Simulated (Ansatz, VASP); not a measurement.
Two plane-wave programs on Cl

POSCAR

```
Cl
1.0
    3.1252371057     -2.0072452166      0.0000000000
    3.1252371057      2.0072452166      0.0000000000
    0.0000000000      0.0000000000      8.1465598679
Cl
4
Direct
    0.8756350467      0.1243649533      0.6074783337
    0.1243649533      0.8756350467      0.3925216663
    0.6243649533      0.3756350467      0.1074783337
    0.3756350467      0.6243649533      0.8925216663
```

The input INCAR.step1:

```
SYSTEM = Cl
ALGO = Normal
EDIFF = 1E-5
ENCUT = 520
GGA = PE
ISIF = 2
ISMEAR = 0
LASPH = .TRUE.
LCHARG = .FALSE.
LREAL = .FALSE.
LWAVE = .TRUE.
NBANDS = 22
NELM = 80
PREC = Accurate
SIGMA = 0.01
```

INCAR.step2

```
SYSTEM = Cl
AEXX = 0.3
ALGO = Normal
EDIFF = 1E-6
ENCUT = 520
GGA = PE
HFSCREEN = 0.3
ISIF = 2
ISMEAR = 0
ISTART = 1
LASPH = .TRUE.
LCHARG = .FALSE.
LHFCALC = .TRUE.
LREAL = .FALSE.
LWAVE = .FALSE.
NBANDS = 22
NELM = 80
PREC = Accurate
PRECFOCK = Normal
SIGMA = 0.01
```

Contents of KPOINTS:

```
k-points
0
G
  4 4 2
  0 0 0
```

Input for Ansatz:

```yaml
crystal:
  lattice:
    - [3.1252371057, -2.0072452166, 0.0]
    - [3.1252371057, 2.0072452166, 0.0]
    - [0.0, 0.0, 8.1465598679]
  atoms:
    - { symbol: Cl, position: [0.8756350467, 0.1243649533, 0.6074783337] }
    - { symbol: Cl, position: [0.1243649533, 0.8756350467, 0.3925216663] }
    - { symbol: Cl, position: [0.6243649533, 0.3756350467, 0.1074783337] }
    - { symbol: Cl, position: [0.3756350467, 0.6243649533, 0.8925216663] }
kpoints:
  mp_grid: { grid: [4, 4, 2] }
hamiltonian:
  xc: { exchange: pbe, correlation: pbe, exx: { coeff: 0.3, omega: 0.3 } }
scf:
  occupations: { method: fixed }
  n_extra_bands: 5
output:
  forces: true
  stress: true
  eigenvalues: true
```

Alike in both runs: task single point; functional PBE-based screened hybrid with a share of 0.3 of exact exchange and HFSCREEN = 0.3; k mesh 4 × 4 × 2; no spin polarisation.

|  | VASP | Ansatz |
| --- | --- | --- |
| version | VASP 6.6.1 | Ansatz 0.2.0 |
| potentials or method | VASP PAW PBE potentials, release 64 (Cl) | plane waves |
| plane-wave cutoff (eV) | 520 | 420 |
| occupations | gaussian, width 0.01 eV | fixed |
| valence electrons in the cell | 28 | 28 |

|  | VASP | Ansatz | Ansatz less VASP |
| --- | --- | --- | --- |
| gap on the k mesh at the Fermi level (eV) | 3.84 | 3.79 | -0.042 |
| pressure (GPa) | 0.2 | 0.8 | +0.56 |
| traceless stress, the component that is largest in VASP (GPa) | -2.19 | -1.56 | +0.626 |
| rms of the force components (eV/Å) | 0.493 | 0.354 | -0.1397 |

VASP's potentials were made for PBE, not for PBE-based screened hybrid. Atom by atom the forces differ by 0.140 eV/Å (rms over components). Ansatz's warnings: stress exchange threshold loose, stress scf threshold loose.

The k mesh is coarse, so the values compare programs but aren't converged.
